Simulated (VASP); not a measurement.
Set up this calculation in VASP 6.6.1, as the native input.

- Task: single point
- Functional: PBE
- Potentials or basis: VASP PAW PBE potentials, release 64 (Al, N)
- Cutoff: 520 eV
- k mesh: 9 × 9 × 6
- Occupations: gaussian, width 0.01 eV
- Spin: no spin polarisation
- Dipole correction: no
- Further INCAR settings: ALGO = Normal; EDIFF = 1e-07; NBANDS = 16

The structure of AlN (pbe) lies in POSCAR:

```
AlN
1.0
    3.1297670776      0.0000000000      0.0000000000
   -1.5648835388      2.7104577972      0.0000000000
    0.0000000000      0.0000000000      5.0173090473
Al N
2 2
Direct
    0.3333333333      0.6666666667     -0.0264239179
    0.6666666667      0.3333333333      0.4735760821
    0.3333333333      0.6666666667      0.4084239179
    0.6666666667      0.3333333333      0.9084239179
```

One way to write it, as run:

INCAR

```
SYSTEM = AlN
PREC = Accurate
ENCUT = 520
EDIFF = 1E-7
ISMEAR = 0
SIGMA = 0.01
LREAL = .FALSE.
LASPH = .TRUE.
NELM = 80
ALGO = Normal
ISIF = 2
LWAVE = .FALSE.
LCHARG = .FALSE.
GGA = PE
NBANDS = 16
```

KPOINTS

```
regular mesh
0
G
  9 9 6
  0 0 0
```

Potentials or basis: VASP PAW PBE potentials, release 64 (Al, N).

Run with:

```sh
$ cat potpaw_PBE.64/Al/POTCAR potpaw_PBE.64/N/POTCAR > POTCAR
$ mpirun -np 1 vasp_std > vasp.out
```

It gave:

```
Pressure               : 3.7 GPa
Largest force          : 1.316 eV/Å
Band gap on the k mesh : 3.20 eV, direct
```

Caveat: forces of over 1 eV/Å act on the atoms, so gaps and moduli don't describe the material at rest.

Wall time 34 s on 1 thread of Intel Xeon 8259CL (shared host), peak memory 0.17 GiB.
